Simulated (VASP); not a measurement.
# ZrC (Fm-3m) in VASP: a series of runs

The runs below take ZrC through single point, with r2SCAN.

Everything below comes from runs of VASP 6.6.1. Logs are shortened: lines on timing, memory, paths and dates and some standing lists are left out, and cuts for length are marked.

### Step 1. The cell of the first run

Symmetry: Fm-3m, No. 225, cubic system. The conventional cell has a = 4.712 Å, b = 4.712 Å, c = 4.712 Å, α = 90.00°, β = 90.00°, γ = 90.00°. Zr (site symmetry m-3m) has 6 C at 2.36 Å within 3.1 Å. C (site symmetry m-3m) has 6 Zr at 2.36 Å within 3.1 Å.

### Step 2. Single point, r2SCAN

POSCAR reads:

```
ZrC
1.0
    0.0000000000      2.3558747649      2.3558747649
    2.3558747649      0.0000000000      2.3558747649
    2.3558747649      2.3558747649      0.0000000000
Zr C
1 1
Direct
    0.5000000000      0.5000000000      0.5000000000
    0.0000000000      0.0000000000      0.0000000000
```

INCAR.step1 reads:

```
SYSTEM = ZrC
PREC     = Accurate       ! precision mode
ENCUT    = 520            ! plane-wave cutoff, eV
ISMEAR   = 0              ! smearing method
SIGMA    = 0.1            ! smearing width, eV
LREAL    = .FALSE.        ! projectors in reciprocal space
LASPH    = .TRUE.         ! aspherical terms in the spheres
NELM     = 100            ! most SCF steps
NBANDS   = 15             ! bands
GGA      = PE             ! functional
ALGO     = Normal         ! electronic algorithm
EDIFF    = 1E-4           ! SCF threshold, eV
LWAVE    = .TRUE.         ! write WAVECAR
LCHARG   = .FALSE.        ! write CHGCAR
```

INCAR.step2 reads:

```
SYSTEM = ZrC
PREC     = Accurate       ! precision mode
ENCUT    = 520            ! plane-wave cutoff, eV
EDIFF    = 1E-7           ! SCF threshold, eV
ISMEAR   = 0              ! smearing method
SIGMA    = 0.1            ! smearing width, eV
LREAL    = .FALSE.        ! projectors in reciprocal space
LASPH    = .TRUE.         ! aspherical terms in the spheres
NELM     = 100            ! most SCF steps
ALGO     = Normal         ! electronic algorithm
ISIF     = 2              ! what is computed and relaxed
LWAVE    = .FALSE.        ! write WAVECAR
LCHARG   = .FALSE.        ! write CHGCAR
METAGGA  = R2SCAN         ! meta-GGA
LMIXTAU  = .TRUE.       
NBANDS   = 15             ! bands
ISTART   = 1
```

KPOINTS reads:

```
regular mesh
0
G
  16 16 16
  0 0 0
```

Potentials or basis: VASP PAW PBE potentials, release 64 (Zr_sv, C).

Launch:

```console
cat potpaw_PBE.64/Zr_sv/POTCAR potpaw_PBE.64/C/POTCAR > POTCAR
cp INCAR.step1 INCAR
mpirun -np 1 vasp_std > vasp.out
cp INCAR.step2 INCAR
mpirun -np 1 vasp_std > vasp.out
```

OUTCAR:

```text
SYSTEM = ZrC
   PREC = Accurate
   ENCUT = 520
   EDIFF = 1E-7
   ISMEAR = 0
   LREAL = .FALSE.
   LASPH = .TRUE.
   NELM = 100
   ISIF = 2
   METAGGA = R2SCAN
   ISTART = 1

 ion  position               nearest neighbor table
   1  0.500  0.500  0.500-   2 2.36   2 2.36   2 2.36   2 2.36   2 2.36   2 2.36
   2  0.000  0.000  0.000-   1 2.36   1 2.36   1 2.36   1 2.36   1 2.36   1 2.36

  LATTYP: Found a face centered cubic cell.
 ALAT       =     4.7117495298

  Lattice vectors:

 A1 = (   0.0000000000,   2.3558747649,   2.3558747649)
 A2 = (   2.3558747649,   0.0000000000,   2.3558747649)
 A3 = (   2.3558747649,   2.3558747649,   0.0000000000)

Analysis of symmetry for initial positions (statically):
[... 5 lines left out ...]
 face centered cubic supercell.

 Subroutine GETGRP returns: Found 48 space group operations
 (whereof 48 operations were pure point group operations)
 out of a pool of 48 trial point group operations.

The static configuration has the point symmetry O_h .

Analysis of symmetry for dynamics (positions and initial velocities):
[... 5 lines left out ...]
 face centered cubic supercell.

 Subroutine GETGRP returns: Found 48 space group operations
 (whereof 48 operations were pure point group operations)
 out of a pool of 48 trial point group operations.

The dynamic configuration has the point symmetry O_h .

 Subroutine INISYM returns: Found 48 space group operations
 (whereof 48 operations are pure point group operations),
 and found     1 'primitive' translations

----------------------------------------------------------------------------------------

                                     Primitive cell

  volume of cell :      26.1509

  direct lattice vectors                    reciprocal lattice vectors
     0.000000000  2.355874765  2.355874765    -0.212235390  0.212235390  0.212235390
     2.355874765  0.000000000  2.355874765     0.212235390 -0.212235390  0.212235390
     2.355874765  2.355874765  0.000000000     0.212235390  0.212235390 -0.212235390

  length of vectors
     3.331710044  3.331710044  3.331710044     0.367602479  0.367602479  0.367602479

  position of ions in fractional coordinates (direct lattice)
     0.500000000  0.500000000  0.500000000
     0.000000000  0.000000000  0.000000000

  ion indices of the primitive-cell ions
   primitive index   ion index
                 1           1
                 2           2

----------------------------------------------------------------------------------------

 KPOINTS: regular mesh

Automatic generation of k-mesh.
 Grid dimensions read from file:
 generate k-points for:   16   16   16

 Generating k-lattice:

  Cartesian coordinates                     Fractional coordinates (reciprocal lattice)
    -0.013264712  0.013264712  0.013264712     0.062500000  0.000000000  0.000000000
     0.013264712 -0.013264712  0.013264712     0.000000000  0.062500000  0.000000000
     0.013264712  0.013264712 -0.013264712     0.000000000  0.000000000  0.062500000

  Length of vectors
     0.022975155  0.022975155  0.022975155

  Shift w.r.t. Gamma in fractional coordinates (k-lattice)
     0.000000000  0.000000000  0.000000000

 Subroutine IBZKPT returns following result:
 ===========================================

 Found    145 irreducible k-points:

 Following reciprocal coordinates:
            Coordinates               Weight
  0.000000  0.000000  0.000000      1.000000
  0.062500  0.000000  0.000000      8.000000
  0.125000  0.000000  0.000000      8.000000
  0.187500  0.000000  0.000000      8.000000
  0.250000  0.000000  0.000000      8.000000
  0.312500  0.000000  0.000000      8.000000
[... 16 lines left out ...]
 -0.125000  0.062500  0.000000     24.000000
 -0.062500  0.062500  0.000000     12.000000
 [... further k-points ...]
   k-points           NKPTS =    145   k-points in BZ     NKDIM =    145   number of bands    NBANDS=     15
   number of dos      NEDOS =    301   number of ions     NIONS =      2
   total plane-waves  NPLWV =  21952
   dimension x,y,z NGX =    28 NGY =   28 NGZ =   28
   dimension x,y,z NGXF=    56 NGYF=   56 NGZF=   56
   ions per type =               1   1
   NGX,Y,Z   is equivalent  to a cutoff of  13.97, 13.97, 13.97 a.u.
   NGXF,Y,Z  is equivalent  to a cutoff of  27.94, 27.94, 27.94 a.u.
 SYSTEM =  ZrC
   PREC   = accura    normal or accurate (medium, high low for compatibility)
   ISTART =      1    job   : 0-new  1-cont  2-samecut
   ICHARG =      0    charge: 1-file 2-atom 10-const
   ISPIN  =      1    spin polarized calculation?
   LNONCOLLINEAR =      F non collinear calculations
   LSORBIT =      F    spin-orbit coupling
   LASPH  =      T    aspherical Exc in radial PAW
   ENCUT  =  520.0 eV  38.22 Ry    6.18 a.u.   6.19  6.19  6.19*2*pi/ulx,y,z
   NELM   =    100;   NELMIN=  2; NELMDL=  0     # of ELM steps
   EDIFF  = 0.1E-06   stopping-criterion for ELM
   LREAL  =      F    real-space projection
   EDIFFG = 0.1E-05   stopping-criterion for IOM
   NSW    =      0    number of steps for IOM
   IBRION =     -1    ionic relax: 0-MD 1-quasi-New 2-CG
   NFREE  =      0    steps in history (QN), initial steepest desc. (CG)
   ISIF   =      2    stress and relaxation
   ISYM   =      2    0-nonsym 1-usesym 2-fastsym
   POTIM  = 0.5000    time-step for ionic-motion
   TEBEG  =    0.0;   TEEND  =   0.0 temperature during run
   PSTRESS=    0.0 pullay stress
   NELECT =      16.0000    total number of electrons
   NUPDOWN=      -1.0000    fix difference up-down
   EMIN   =  10.00;   EMAX   =-10.00  energy-range for DOS
   EFERMI =   0.00;   METHOD = LEGACY
   ISMEAR =     0;   SIGMA  =   0.10  broadening in eV -4-tet -1-fermi 0-gaus
   EFERMI_NEDOS =   21; number of points for ismear=-14 and -15
   IALGO  =     38    algorithm
   IMIX   =      4    mixing-type and parameters
     AMIX     =   0.40;   BMIX     =  1.00
     AMIX_MAG =   1.60;   BMIX_MAG =  1.00
  volume/ion in A,a.u.               =      13.08        88.24
  Fermi-wavevector in a.u.,A,eV,Ry     =   1.389801  2.626343 26.280291  1.931547
  Thomas-Fermi vector in A             =   2.513797
   LORBIT       =      0    0 simple, 1 ext, 2 COOP (PROOUT), +10 PAW based schemes
   METAGGA = R2SCAN    functional components
   LHFCALC =     F    Hartree Fock is set to
   AEXX    =    0.0000 exact exchange contribution
   IVDW    =     0    specifies the selected vdW correction
   LEPSILON=     F    determine dielectric tensor
   LRPA    =     F    only Hartree local field effects (RPA)
 non-spin polarized calculation
 Gauss-broadening in eV      SIGMA  =   0.10
  energy-cutoff  :      520.00
  volume of cell :       26.15
 maximum number of plane-waves:       725
 NGX is ok and might be reduce to    28
   NGX = 13   NGY = 13   NGZ = 13

 number of electron      16.0000000 magnetization

 Free energy of the ion-electron system (eV)
  ---------------------------------------------------
  ext. energy  EPLUGINS =         0.00000000
  ---------------------------------------------------
  free energy    TOTEN  =       -34.72488484 eV

  energy without entropy =      -34.72313472  energy(sigma->0) =      -34.72400978

 E-fermi :   9.5699     XC(G=0): -12.9033

 val. band max:        9.5628932739   @ k =   0.5000   0.5000   0.0000
 cond. band min:       9.5812248486   @ k =  -0.0625   0.0625   0.0000
 fundamental gap:      0.0183315746
 Fermi energy:         9.5699011553

 k-point     1 :       0.0000    0.0000    0.0000
  band No.  band energies     occupation
      1     -40.2881      2.00000
      2     -17.2947      2.00000
      3     -17.2947      2.00000
      4     -17.2947      2.00000
      5      -2.4469      2.00000
      6      10.4871      0.00000
      7      10.4871      0.00000
      8      10.4871      0.00000
      9      10.8768      0.00000
     10      10.8768      0.00000
     11      10.8768      0.00000
     12      12.5087      0.00000
     13      12.5087      0.00000
     14      17.4279      0.00000
     15      20.6829      0.00000

 k-point     2 :       0.0625    0.0000    0.0000
  band No.  band energies     occupation
      1     -40.2842      2.00000
      2     -17.3302      2.00000
      3     -17.2976      2.00000
      4     -17.2976      2.00000
      5      -2.3563      2.00000
      6       9.7943      0.00151
      7       9.9558      0.00000
      8       9.9558      0.00000
      9      11.0706      0.00000
     10      11.0706      0.00000
     11      11.3602      0.00000
     12      13.0372      0.00000
     13      13.0372      0.00000
     14      17.6322      0.00000
     15      20.9302      0.00000

 k-point     3 :       0.1250    0.0000    0.0000
  band No.  band energies     occupation
      1     -40.2731      2.00000
      2     -17.4300      2.00000
      3     -17.3058      2.00000
      4     -17.3058      2.00000
      5      -2.0938      2.00000
      6       8.8040      2.00000
      7       9.1411      2.00000
      8       9.1411      2.00000
      9      11.3717      0.00000
     10      11.3717      0.00000
     11      11.8109      0.00000
     12      14.1142      0.00000
     13      14.1142      0.00000
     14      18.1639      0.00000
     15      21.6070      0.00000
[... 343 lines left out ...]
 k-point    23 :      -0.1250    0.0625    0.0000
  band No.  band energies     occupation
      1     -40.2650      2.00000
      2     -17.4876      2.00000
      3     -17.3375      2.00000
      4     -17.3005      2.00000
      5      -1.9042      2.00000
      6       8.2285      2.00000
      7       8.5818      2.00000
      8       8.9719      2.00000
      9      11.2803      0.00000
     10      11.8950      0.00000
     11      12.1888      0.00000
     12      13.9422      0.00000
     13      15.2381      0.00000
     14      18.5592      0.00000
     15      22.0750      0.00000

 k-point    24 :      -0.0625    0.0625    0.0000
  band No.  band energies     occupation
      1     -40.2779      2.00000
      2     -17.3790      2.00000
      3     -17.3167      2.00000
      4     -17.2958      2.00000
      5      -2.2101      2.00000
      6       9.1528      2.00000
      7       9.3368      1.99902
      8       9.5812      0.87277
      9      11.0235      0.00000
     10      11.6244      0.00000
     11      11.6618      0.00000
     12      13.1580      0.00000
     13      14.0411      0.00000
     14      17.9605      0.00000
     15      21.3206      0.00000

 [... further k-points ...]
[... 5 lines left out ...]
  --------------------------------------------------------------------------------------
  -------------------------------------------------------------------------------------
  Total        0.0291977      0.0291977      0.0291977     -0.0000000      0.0000000      0.0000000
  in kB        1.7888451      1.7888451      1.7888451     -0.0000000      0.0000000      0.0000000
  external PRESSURE =       1.7888451 kB  Pullay stress =       0.0000000 kB

 VOLUME and BASIS-vectors are now :
 -----------------------------------------------------------------------------
  energy-cutoff  :      520.00
  volume of cell :       26.15
      direct lattice vectors                 reciprocal lattice vectors
     0.000000000  2.355874765  2.355874765    -0.212235390  0.212235390  0.212235390
     2.355874765  0.000000000  2.355874765     0.212235390 -0.212235390  0.212235390
     2.355874765  2.355874765  0.000000000     0.212235390  0.212235390 -0.212235390

 POSITION                                       TOTAL-FORCE (eV/Angst)
 -----------------------------------------------------------------------------------
      2.35587      2.35587      2.35587         0.000000     -0.000000      0.000000
      0.00000      0.00000      0.00000        -0.000000      0.000000     -0.000000
 -----------------------------------------------------------------------------------
    total drift:                                0.000000      0.000000      0.000000

  FREE ENERGIE OF THE ION-ELECTRON SYSTEM (eV)
  ---------------------------------------------------
  free  energy   TOTEN  =       -34.7248848400 eV

  energy  without entropy=      -34.7231347223  energy(sigma->0) =      -34.72400978
```

It took 3.1 min on 1 thread of AMD EPYC 9R45 (Zen 5), shared host; peak memory 0.17 GiB.

What came out:

* Free energy: -34.7249 eV
* Pressure: 0.2 GPa
* Band gap on the k mesh: zero (band 8 reaches 10.49 eV, above the bottom of band 9 at 9.16 eV)

Caveat: the PAW data sets were made with another functional, which shifts forces and pressure a little.

### Step 3. Single point, r2SCAN (volume scaled by 0.94)

POSCAR reads:

```
ZrC
1.0
    0.0000000000      2.3077821936      2.3077821936
    2.3077821936      0.0000000000      2.3077821936
    2.3077821936      2.3077821936      0.0000000000
Zr C
1 1
Direct
    0.5000000000      0.5000000000      0.5000000000
    0.0000000000      0.0000000000      0.0000000000
```

INCAR.step1 reads:

```
SYSTEM = ZrC
  ALGO = Normal
  EDIFF = 1E-4
  ENCUT = 520
  GGA = PE
  ISMEAR = 0
  LASPH = .True.
  LCHARG = .False.
  LREAL = .False.
  LWAVE = .True.
  NBANDS = 15
  NELM = 80
  PREC = Accurate
  SIGMA = 0.1
```

INCAR.step2 reads:

```
SYSTEM = ZrC
  ALGO = Normal
  EDIFF = 1E-6
  ENCUT = 520
  ISIF = 2
  ISMEAR = 0
  ISTART = 1
  LASPH = .True.
  LCHARG = .True.
  LELF = .True.
  LMIXTAU = .True.
  LREAL = .False.
  LVHAR = .True.
  LWAVE = .False.
  METAGGA = R2SCAN
  NBANDS = 15
  NELM = 80
  PREC = Accurate
  SIGMA = 0.1
```

KPOINTS reads:

```
k-points
0
Gamma
  16 16 16
  0 0 0
```

Potentials or basis: VASP PAW PBE potentials, release 64 (Zr_sv, C).

Launch:

```console
cat potpaw_PBE.64/Zr_sv/POTCAR potpaw_PBE.64/C/POTCAR > POTCAR
cp INCAR.step1 INCAR
mpirun -np 1 vasp_std > vasp.out
cp INCAR.step2 INCAR
mpirun -np 1 vasp_std > vasp.out
```

OUTCAR:

```text
SYSTEM = ZrC
   EDIFF = 1E-6
   ENCUT = 520
   ISIF = 2
   ISMEAR = 0
   ISTART = 1
   LASPH = .True.
   LREAL = .False.
   METAGGA = R2SCAN
   NELM = 80
   PREC = Accurate

 ion  position               nearest neighbor table
   1  0.500  0.500  0.500-   2 2.31   2 2.31   2 2.31   2 2.31   2 2.31   2 2.31
   2  0.000  0.000  0.000-   1 2.31   1 2.31   1 2.31   1 2.31   1 2.31   1 2.31

  LATTYP: Found a face centered cubic cell.
 ALAT       =     4.6155643872

  Lattice vectors:

 A1 = (   0.0000000000,   2.3077821936,   2.3077821936)
 A2 = (   2.3077821936,   0.0000000000,   2.3077821936)
 A3 = (   2.3077821936,   2.3077821936,   0.0000000000)
[... 610 lines left out ...]
     13      15.0477      0.00000
     14      19.4170      0.00000
     15      22.2176      0.00000

 [... further k-points ...]
[... 5 lines left out ...]
  --------------------------------------------------------------------------------------
  -------------------------------------------------------------------------------------
  Total        2.4983559      2.4983559      2.4983559      0.0000000      0.0000000      0.0000000
  in kB      162.8360029    162.8360029    162.8360029      0.0000000      0.0000000      0.0000000
  external PRESSURE =     162.8360029 kB  Pullay stress =       0.0000000 kB

 VOLUME and BASIS-vectors are now :
 -----------------------------------------------------------------------------
  energy-cutoff  :      520.00
  volume of cell :       24.58
      direct lattice vectors                 reciprocal lattice vectors
     0.000000000  2.307782194  2.307782194    -0.216658228  0.216658228  0.216658228
     2.307782194  0.000000000  2.307782194     0.216658228 -0.216658228  0.216658228
     2.307782194  2.307782194  0.000000000     0.216658228  0.216658228 -0.216658228

 POSITION                                       TOTAL-FORCE (eV/Angst)
 -----------------------------------------------------------------------------------
      2.30778      2.30778      2.30778         0.000000     -0.000000     -0.000000
      0.00000      0.00000      0.00000        -0.000000      0.000000      0.000000
 -----------------------------------------------------------------------------------
    total drift:                                0.000000     -0.000000      0.000000

  FREE ENERGIE OF THE ION-ELECTRON SYSTEM (eV)
  ---------------------------------------------------
  free  energy   TOTEN  =       -34.6476128634 eV

  energy  without entropy=      -34.6460225128  energy(sigma->0) =      -34.64681769
```

OSZICAR.step1:

```text
N       E                     dE             d eps       ncg     rms          rms(c)
DAV:   1     0.994882414529E+02    0.99488E+02   -0.85810E+03  4350   0.108E+03
DAV:   2    -0.167618104636E+02   -0.11625E+03   -0.10847E+03  5568   0.289E+02
DAV:   3    -0.226166632651E+02   -0.58549E+01   -0.58152E+01  6792   0.550E+01
DAV:   4    -0.227853030698E+02   -0.16864E+00   -0.16849E+00  5518   0.646E+00
DAV:   5    -0.227870813050E+02   -0.17782E-02   -0.17782E-02  5597   0.608E-01    0.227E+01
DAV:   6    -0.194669926886E+02    0.33201E+01   -0.61091E+00  5146   0.228E+01    0.809E+00
DAV:   7    -0.194008835210E+02    0.66109E-01   -0.58837E-01  5037   0.571E+00    0.699E+00
DAV:   8    -0.194246872586E+02   -0.23804E-01   -0.27809E-01  5324   0.413E+00    0.543E+00
DAV:   9    -0.193927027567E+02    0.31985E-01   -0.49190E-02  4819   0.160E+00    0.116E+00
DAV:  10    -0.193911679429E+02    0.15348E-02   -0.68403E-03  5708   0.667E-01    0.146E-01
DAV:  11    -0.193911555651E+02    0.12378E-04   -0.20535E-04  4811   0.142E-01
   1 F= -.19391156E+02 E0= -.19390363E+02  d E =-.158419E-02
```

Run time: 7.9 min. Hardware: 1 thread of AMD EPYC 7R13, shared host; peak memory 0.15 GiB.

What came out:

| Item | Value |
| --- | --- |
| Free energy | -34.6476 eV |
| Pressure | 16.3 GPa |
| Band gap on the k mesh | zero (band 8 reaches 11.22 eV, above the bottom of band 9 at 9.88 eV) |

Levels at points of the mesh, in eV from the Fermi level:
| k point | band 6 | band 7 | band 8 | band 9 | band 10 | band 11 |
| --- | --- | --- | --- | --- | --- | --- |
| (0.00, 0.00, 0.00) | 0.93 | 0.93 | 0.93 | 1.33 | 1.33 | 1.33 |
| (0.50, 0.00, 0.00) | -5.70 | -3.31 | -3.31 | 5.12 | 5.12 | 6.07 |
| (0.50, 0.50, 0.00) | -2.11 | -1.83 | 0.07 | 0.07 | 4.92 | 6.39 |

Caveat: the PAW data sets were made with another functional, which shifts forces and pressure a little.

(Continued in part 2 of 2.)
